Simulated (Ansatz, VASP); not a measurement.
# AlN in VASP and in Ansatz

POSCAR

```
AlN
1.0
    0.0000000000      2.1848764125      2.2504227048
    2.1848764125      0.0000000000      2.2504227048
    2.1848764125      2.1848764125      0.0000000000
Al N
1 1
Direct
    0.0000000000      0.0000000000      0.0000000000
    0.2500000000      0.2500000000      0.2500000000
```

Contents of INCAR.step1:

```
PREC     = Accurate       # precision mode
ENCUT    = 520            # plane-wave cutoff, eV
ISMEAR   = 0              # smearing method
SIGMA    = 0.01           # smearing width, eV
LREAL    = False          # projectors in reciprocal space
LASPH    = True           # aspherical terms in the spheres
NELM     = 80             # most SCF steps
NBANDS   = 11             # bands
GGA      = PE             # functional
ALGO     = Normal         # electronic algorithm
EDIFF    = 1E-4           # SCF threshold, eV
LWAVE    = True           # write WAVECAR
LCHARG   = False          # write CHGCAR
```

INCAR.step2

```
PREC     = Accurate       # precision mode
ENCUT    = 520            # plane-wave cutoff, eV
EDIFF    = 1E-7           # SCF threshold, eV
ISMEAR   = 0              # smearing method
SIGMA    = 0.01           # smearing width, eV
LREAL    = False          # projectors in reciprocal space
LASPH    = True           # aspherical terms in the spheres
NELM     = 80             # most SCF steps
ALGO     = Normal         # electronic algorithm
ISIF     = 2              # what is computed and relaxed
LWAVE    = False          # write WAVECAR
LCHARG   = True           # write CHGCAR
METAGGA  = R2SCAN         # meta-GGA
LMIXTAU  = True         
LELF     = True           # ELF
LVHAR    = True         
NBANDS   = 11             # bands
ISTART   = 1
```

KPOINTS

```
regular mesh
0
Gamma
  10 10 10
```

Input for Ansatz:

```yaml
crystal:
  lattice:
    - [0.0, 2.1848764125, 2.2504227048]
    - [2.1848764125, 0.0, 2.2504227048]
    - [2.1848764125, 2.1848764125, 0.0]
  atoms:
    - { symbol: Al, position: [0.0, 0.0, 0.0] }
    - { symbol: "N", position: [0.25, 0.25, 0.25] }
kpoints:
  mp_grid: { grid: [10, 10, 10] }
  band_path:
    path:
      - [0.0, 0.0, 0.0]
      - [-0.5, -0.5, 0.0]
      - [-0.375, -0.375, 0.25]
      - [-0.375, 0.0, 0.375]
      - [0.0, 0.0, 0.5]
      - [-0.5, -0.25, 0.25]
      - [-0.075521, -0.075521, -0.148438]
      - [0.0, 0.5, 0.5]
    npoints: 1
hamiltonian:
  xc: r2scan
scf:
  occupations: { method: fixed }
  n_extra_bands: 4
output:
  forces: true
  stress: true
  eigenvalues: true
```

Change from the starting cell: uniaxial_z strain +3.0%.

Alike in both runs: task single point; functional r2SCAN; k mesh 10 × 10 × 10; no spin polarisation.

```csv
,VASP,Ansatz
version,VASP 6.6.1,Ansatz 0.2.0
potentials or method,"VASP PAW PBE potentials, release 64 (Al, N)","plane waves, PAW"
plane-wave cutoff (eV),520,500
occupations,"gaussian, width 0.01 eV",fixed
valence electrons in the cell,8,8
```

VASP gave:

| Property | Result |
| --- | --- |
| gap on the k mesh at the Fermi level (eV) | 3.82 |
| pressure (GPa) | -6.3 |
| traceless stress, the component that is largest in VASP (GPa) | -3.20 |

Problem. Estimate Ansatz's values.

Solution. gap on the k mesh at the Fermi level (eV): 3.83; pressure (GPa): -5.9; traceless stress, the component that is largest in VASP (GPa): -3.19.

VASP's potentials were made for PBE, not for r2SCAN.
